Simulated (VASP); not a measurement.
A run of VASP 6.6.1:

Contents of POSCAR:

```
LiBr
1.0
    0.0000000000      2.6836398555      2.6836398555
    2.6836398555      0.0000000000      2.6836398555
    2.6836398555      2.6836398555      0.0000000000
Li Br
1 1
Direct
    0.0000000000      0.0000000000      0.0000000000
    0.5000000000      0.5000000000      0.5000000000
```

INCAR.step1

```
  PREC = Accurate
  ENCUT = 830
  ISMEAR = 0
  SIGMA = 0.01
  LREAL = F
  LASPH = T
  NELM = 120
  NBANDS = 12
  GGA = PE
  ALGO = Normal
  EDIFF = 1E-5
  LWAVE = T
  LCHARG = F
  GGA_COMPAT = F
```

The input INCAR.step2:

```
  PREC = Accurate
  ENCUT = 830
  EDIFF = 1E-6
  ISMEAR = 0
  SIGMA = 0.01
  LREAL = F
  LASPH = T
  NELM = 120
  ALGO = Normal
  ISIF = 2
  LWAVE = F
  LCHARG = T
  METAGGA = R2SCAN
  LMIXTAU = T
  LELF = T
  LVHAR = T
  NBANDS = 12
  ISTART = 1
  GGA_COMPAT = F
```

KPOINTS

```
Automatic mesh
0
Gamma
  6 6 6
```

Potentials or basis: VASP PAW PBE potentials, release 64 (Li_sv, Br).

Run with:

```bash
$ cat potpaw_PBE.64/Li_sv/POTCAR potpaw_PBE.64/Br/POTCAR > POTCAR
$ cp INCAR.step1 INCAR
$ mpirun -np 1 vasp_std > vasp.out
$ cp INCAR.step2 INCAR
$ mpirun -np 1 vasp_std > vasp.out
```

Hardware: 1 thread of Intel(R) Xeon(R) Platinum 8375C CPU @ 2.90GHz (Ice Lake) (shared host).

Q: Estimate the wall time of this run.

A: Run time: 52 s on 1 thread of Intel(R) Xeon(R) Platinum 8375C CPU @ 2.90GHz (Ice Lake) (shared host), peak memory 0.21 GiB. Counts: k points 16.
